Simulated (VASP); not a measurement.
# Ba3AlN3 (P6_3/m) in VASP: electric field gradients with PBE

Aim: the electric field gradients of Ba3AlN3 with PBE.

All numbers are computed with VASP 6.6.1; they aren't measurements. Logs are shortened: lines on timing, memory, paths and dates and some standing lists are left out, and cuts for length are marked.

## (1) The cell of the first run

Symmetry: P6_3/m, No. 176, hexagonal system. Conventional cell: a = 8.385 Å, b = 8.385 Å, c = 5.610 Å, α = 90.00°, β = 90.00°, γ = 120.00°. Ba (site symmetry m) has 5 N at 2.71 to 3.40 Å and 3 Al at 3.16 to 3.72 Å within 3.8 Å. Al (site symmetry -6) has 3 N at 1.86 Å within 2.5 Å. Within 2.5 Å of N (site symmetry m) lie 1 Al at 1.86 Å.

## (2) Electric field gradients, PBE

The input, INCAR:

```
ALGO     = Normal         # electronic algorithm
EDIFF    = 1E-8           # SCF threshold, eV
ENCUT    = 520            # plane-wave cutoff, eV
GGA      = PE             # functional
ISIF     = 2              # what is computed and relaxed
ISMEAR   = -1             # smearing method
KPAR     = 2            
LASPH    = T              # aspherical terms in the spheres
LCHARG   = F              # write CHGCAR
LEFG     = T            
LREAL    = F              # projectors in reciprocal space
LWAVE    = F              # write WAVECAR
NBANDS   = 61             # bands
NELECT   = 95.0         
NELM     = 100            # most SCF steps
PREC     = Accurate       # precision mode
SIGMA    = 0.02           # smearing width, eV
```

The input, KPOINTS:

```
k-points
0
Gamma
  6 6 8
```

The input, POSCAR:

```
Ba3AlN3
1.0
    8.3846860344      0.0000000000      0.0000000000
   -4.1923430172      7.2613511086      0.0000000000
    0.0000000000      0.0000000000      5.6099810000
Ba Al N
6 2 6
Direct
    0.9423350100      0.6367070100      0.2500000000
    0.6943720000      0.0576649900      0.2500000000
    0.3632929900      0.3056280000      0.2500000000
    0.0576649900      0.3632929900      0.7500000000
    0.3056280000      0.9423350100      0.7500000000
    0.6367070100      0.6943720000      0.7500000000
    0.6666666667      0.3333333333      0.7500000000
    0.3333333333      0.6666666667      0.2500000000
    0.8754090100      0.5657350100      0.7500000000
    0.6903260000      0.1245909900      0.7500000000
    0.4342649900      0.3096740000      0.7500000000
    0.1245909900      0.4342649900      0.2500000000
    0.3096740000      0.8754090100      0.2500000000
    0.5657350100      0.6903260000      0.2500000000
```

Potentials or basis: VASP PAW PBE potentials, release 64 (Ba_sv, Al, N).

Command:

```
$ cat potpaw_PBE.64/Ba_sv/POTCAR potpaw_PBE.64/Al/POTCAR potpaw_PBE.64/N/POTCAR > POTCAR
$ mpirun -np 2 vasp_std > vasp.out
```

OUTCAR:

```text
EDIFF = 1E-8
   ENCUT = 520
   GGA = PE
   ISIF = 2
   ISMEAR = -1
   LASPH = T
   LREAL = F
   NELECT = 95.0
   NELM = 100
   PREC = Accurate

 ion  position               nearest neighbor table
   1  0.942  0.637  0.250-  13 2.71  12 2.79   9 2.86   9 2.86   8 3.16   7 3.72   7 3.72   6 3.99
                             6 3.99   5 3.99   5 3.99   4 4.03   4 4.03   3 4.22   2 4.22
   2  0.694  0.058  0.250-  14 2.71  13 2.79  10 2.86  10 2.86   8 3.16   7 3.72   7 3.72   4 3.99
                             4 3.99   6 3.99   6 3.99   5 4.03   5 4.03   3 4.22   1 4.22
   3  0.363  0.306  0.250-  12 2.71  14 2.79  11 2.86  11 2.86   8 3.16   7 3.72   7 3.72   4 3.99
                             4 3.99   5 3.99   5 3.99   6 4.03   6 4.03   2 4.22   1 4.22
   4  0.058  0.363  0.750-  10 2.71   9 2.79  12 2.86  12 2.86   7 3.16   8 3.72   8 3.72   3 3.99
                             3 3.99   2 3.99   2 3.99   1 4.03   1 4.03   6 4.22   5 4.22
   5  0.306  0.942  0.750-  11 2.71  10 2.79  13 2.86  13 2.86   7 3.16   8 3.72   8 3.72   1 3.99
                             1 3.99   3 3.99   3 3.99   2 4.03   2 4.03   6 4.22   4 4.22
   6  0.637  0.694  0.750-   9 2.71  11 2.79  14 2.86  14 2.86   7 3.16   8 3.72   8 3.72   1 3.99
                             1 3.99   2 3.99   2 3.99   3 4.03   3 4.03   5 4.22   4 4.22
   7  0.667  0.333  0.750-  10 1.86   9 1.86  11 1.86   4 3.16   5 3.16   6 3.16   2 3.72   2 3.72
                             1 3.72   1 3.72   3 3.72   3 3.72
   8  0.333  0.667  0.250-  13 1.86  12 1.86  14 1.86   1 3.16   2 3.16   3 3.16   5 3.72   5 3.72
                             4 3.72   4 3.72   6 3.72   6 3.72
   9  0.875  0.566  0.750-   7 1.86   6 2.71   4 2.79   1 2.86   1 2.86
  10  0.690  0.125  0.750-   7 1.86   4 2.71   5 2.79   2 2.86   2 2.86
  11  0.434  0.310  0.750-   7 1.86   5 2.71   6 2.79   3 2.86   3 2.86
  12  0.125  0.434  0.250-   8 1.86   3 2.71   1 2.79   4 2.86   4 2.86
  13  0.310  0.875  0.250-   8 1.86   1 2.71   2 2.79   5 2.86   5 2.86
  14  0.566  0.690  0.250-   8 1.86   2 2.71   3 2.79   6 2.86   6 2.86

  LATTYP: Found a hexagonal cell.
 ALAT       =     8.3846860344
 C/A-ratio  =     0.6690746650

  Lattice vectors:

 A1 = (   8.3846860344,   0.0000000000,   0.0000000000)
 A2 = (  -4.1923430172,   7.2613511086,   0.0000000000)
 A3 = (   0.0000000000,   0.0000000000,   5.6099810000)

Analysis of symmetry for initial positions (statically):
=====================================================================
 Subroutine PRICEL returns:
 Original cell was already a primitive cell.

 Routine SETGRP: Setting up the symmetry group for a
 hexagonal supercell.

 Subroutine GETGRP returns: Found 12 space group operations
 (whereof  6 operations were pure point group operations)
 out of a pool of 24 trial point group operations.

The static configuration has the point symmetry S_6 .
 The point group associated with its full space group is C_6h.

Analysis of symmetry for dynamics (positions and initial velocities):
=====================================================================
 Subroutine PRICEL returns:
 Original cell was already a primitive cell.

 Routine SETGRP: Setting up the symmetry group for a
 hexagonal supercell.

 Subroutine GETGRP returns: Found 12 space group operations
 (whereof  6 operations were pure point group operations)
 out of a pool of 24 trial point group operations.

The dynamic configuration has the point symmetry S_6 .
 The point group associated with its full space group is C_6h.

 Subroutine INISYM returns: Found 12 space group operations
 (whereof  6 operations are pure point group operations),
 and found     1 'primitive' translations

----------------------------------------------------------------------------------------

                                     Primitive cell

  volume of cell :     341.5589

  direct lattice vectors                    reciprocal lattice vectors
     8.384686034  0.000000000  0.000000000     0.119265050  0.068857709  0.000000000
    -4.192343017  7.261351109  0.000000000     0.000000000  0.137715418  0.000000000
     0.000000000  0.000000000  5.609981000     0.000000000  0.000000000  0.178253723

  length of vectors
     8.384686034  8.384686034  5.609981000     0.137715418  0.137715418  0.178253723

[... 148 lines left out ...]
  free energy    TOTEN  =       -80.35771031 eV

  energy without entropy =      -80.34528886  energy(sigma->0) =      -80.35149959

 E-fermi :   2.1344     XC(G=0):  -8.7505

 val. band max:        2.1196374428   @ k =   0.1667   0.1667   0.1250
 cond. band min:       2.1433524387   @ k =  -0.3333   0.5000   0.0000
 fundamental gap:      0.0237149959
 Fermi energy:         2.1344356768

 k-point     1 :       0.0000    0.0000    0.0000
  band No.  band energies     occupation
      1     -24.3467      2.00000
      2     -24.2323      2.00000
      3     -24.2323      2.00000
      4     -24.2264      2.00000
      5     -24.2264      2.00000
      6     -24.1707      2.00000
[... 1477 lines left out ...]
     58       6.5511      0.00000
     59       6.5511      0.00000

 [... further k-points ...]

 [bands above 59 left out]

------------------------ aborting loop because EDIFF is reached ----------------------------------------

  FORCE on cell =-STRESS in cart. coord.  units (eV):
  Direction    XX          YY          ZZ          XY          YZ          ZX
  --------------------------------------------------------------------------------------
  -------------------------------------------------------------------------------------
  Total       -3.8988301     -3.8988301     -7.0734171     -0.0000001      0.0000000      0.0000000
  in kB      -18.2885495    -18.2885495    -33.1798349     -0.0000005      0.0000000      0.0000000
  external PRESSURE =     -23.2523113 kB  Pullay stress =       0.0000000 kB

 VOLUME and BASIS-vectors are now :
 -----------------------------------------------------------------------------
  energy-cutoff  :      520.00
  volume of cell :      341.56
      direct lattice vectors                 reciprocal lattice vectors
     8.384686034  0.000000000  0.000000000     0.119265050  0.068857709  0.000000000
    -4.192343017  7.261351109  0.000000000     0.000000000  0.137715418  0.000000000
     0.000000000  0.000000000  5.609981000     0.000000000  0.000000000  0.178253723

 POSITION                                       TOTAL-FORCE (eV/Angst)
 -----------------------------------------------------------------------------------
      5.23189      4.62335      1.40250        -0.165852      0.018507     -0.000000
      5.58034      0.41873      1.40250         0.098954      0.134378     -0.000000
      1.76480      2.21927      1.40250         0.066898     -0.152886     -0.000000
     -1.03955      2.63800      4.20749         0.165852     -0.018507     -0.000000
     -1.38800      6.84263      4.20749        -0.098954     -0.134378     -0.000000
      2.42754      5.04208      4.20749        -0.066898      0.152886     -0.000000
      4.19234      2.42045      4.20749        -0.000000     -0.000000      0.000000
     -0.00000      4.84090      1.40250        -0.000000     -0.000000     -0.000000
      4.96827      4.10800      4.20749         0.020907      0.054669     -0.000000
      5.26584      0.90470      4.20749         0.036891     -0.045440      0.000000
      2.34292      2.24865      4.20749        -0.057798     -0.009229     -0.000000
     -0.77593      3.15335      1.40250        -0.020907     -0.054669      0.000000
     -1.07350      6.35665      1.40250        -0.036891      0.045440      0.000000
      1.84943      5.01270      1.40250         0.057798      0.009229      0.000000
 -----------------------------------------------------------------------------------
    total drift:                                0.000000     -0.000000      0.000000

  FREE ENERGIE OF THE ION-ELECTRON SYSTEM (eV)
  ---------------------------------------------------
  free  energy   TOTEN  =       -80.3577103143 eV

  energy  without entropy=      -80.3452888580  energy(sigma->0) =      -80.35149959

 Electric field gradients (V/A^2)
---------------------------------------------------------------------
 ion       V_xx      V_yy      V_zz      V_xy      V_xz      V_yz
---------------------------------------------------------------------
   1     -68.476   146.839   -78.363   -15.743    -0.000    -0.000
   2     106.644   -28.281   -78.363   -85.362     0.000    -0.000
   3      79.376    -1.013   -78.363   101.105    -0.000     0.000
   4     -68.476   146.839   -78.363   -15.743     0.000     0.000
   5     106.644   -28.281   -78.363   -85.362    -0.000     0.000
   6      79.376    -1.013   -78.363   101.105     0.000    -0.000
   7     -33.364   -33.364    66.729    -0.000    -0.000    -0.000
   8     -33.364   -33.364    66.729    -0.000     0.000     0.000
   9     -23.627    -3.601    27.228    10.347     0.000    -0.000
  10     -17.568    -9.659    27.228   -13.846    -0.000     0.000
  11       0.354   -27.582    27.227     3.498    -0.000    -0.000
  12     -23.627    -3.601    27.228    10.347    -0.000     0.000
  13     -17.568    -9.659    27.228   -13.846     0.000    -0.000
  14       0.354   -27.582    27.227     3.498     0.000     0.000
---------------------------------------------------------------------

 Electric field gradients after diagonalization (V/A^2)
 (convention: |V_zz| > |V_xx| > |V_yy|)
----------------------------------------------------------------------
 ion       V_xx      V_yy      V_zz     asymmetry (V_yy - V_xx)/ V_zz
----------------------------------------------------------------------
   1     -78.363   -69.621   147.984       0.059
   2     -78.363   -69.620   147.984       0.059
   3     -78.363   -69.621   147.984       0.059
   4     -78.363   -69.621   147.984       0.059
   5     -78.363   -69.620   147.984       0.059
   6     -78.363   -69.621   147.984       0.059
   7     -33.365   -33.364    66.729       0.000
   8     -33.365   -33.364    66.729       0.000
   9      27.228     0.785   -28.013       0.944
  10      27.228     0.786   -28.014       0.944
  11      27.227     0.786   -28.013       0.944
  12      27.228     0.785   -28.013       0.944
  13      27.228     0.786   -28.014       0.944
  14      27.227     0.786   -28.013       0.944
----------------------------------------------------------------------

           NMR quadrupolar parameters

 Cq : quadrupolar parameter    Cq=e*Q*V_zz/h
 eta: asymmetry parameters     (V_yy - V_xx)/ V_zz
 Q  : nuclear electric quadrupole moment in mb (millibarn)
----------------------------------------------------------------------
 ion       Cq(MHz)       eta       Q (mb)
----------------------------------------------------------------------
   1       0.358       0.059       1.000
   2       0.358       0.059       1.000
   3       0.358       0.059       1.000
   4       0.358       0.059       1.000
   5       0.358       0.059       1.000
   6       0.358       0.059       1.000
   7       0.161       0.000       1.000
   8       0.161       0.000       1.000
   9      -0.068       0.944       1.000
  10      -0.068       0.944       1.000
  11      -0.068       0.944       1.000
  12      -0.068       0.944       1.000
  13      -0.068       0.944       1.000
  14      -0.068       0.944       1.000
----------------------------------------------------------------------
```

It took 15 min on 2 MPI ranks of Intel Xeon Platinum 8259CL at 2.50GHz (Skylake/Cascade Lake), shared host; peak memory 0.83 GiB.

Results:

| Item | Value |
| --- | --- |
| Free energy | -80.3577 eV |
| Largest force | 0.167 eV/Å |
| Largest electric field gradient by atom | Ba +148.0; Al +66.7; N -28.0 V/Å² |

Forces in eV/Å, atoms in the order of the input:
```
Ba  -0.166  0.019  0.000
Ba   0.099  0.134  0.000
Ba   0.067 -0.153  0.000
Ba   0.166 -0.019  0.000
Ba  -0.099 -0.134  0.000
Ba  -0.067  0.153  0.000
Al   0.000  0.000  0.000
Al   0.000  0.000  0.000
N    0.021  0.055  0.000
N    0.037 -0.045  0.000
N   -0.058 -0.009  0.000
N   -0.021 -0.055  0.000
N   -0.037  0.045  0.000
N    0.058  0.009  0.000
```

Electric field gradients, principal values (V/Å²):
```tsv
atom	least	middle	greatest (by size)
1 Ba	-69.621	-78.363	147.984
2 Ba	-69.620	-78.363	147.984
3 Ba	-69.621	-78.363	147.984
4 Ba	-69.621	-78.363	147.984
5 Ba	-69.620	-78.363	147.984
6 Ba	-69.621	-78.363	147.984
7 Al	-33.364	-33.365	66.729
8 Al	-33.364	-33.365	66.729
9 N	0.785	27.228	-28.013
10 N	0.786	27.228	-28.014
11 N	0.786	27.227	-28.013
12 N	0.785	27.228	-28.013
13 N	0.786	27.228	-28.014
14 N	0.786	27.227	-28.013
```

Caveat: the cell carries a net charge on a neutralising background, which shifts energy and pressure; the cell is charged against a uniform background, so pressure and absolute levels hang on convention; without QUAD_EFG the Cq values of the log hold for a quadrupole moment of 1 mb, not for the nuclei; spin-orbit coupling is left out, which moves the levels of the heavy elements; an odd number of electrons without spin polarisation forces a metal; a magnetic or distorted state may lie lower.
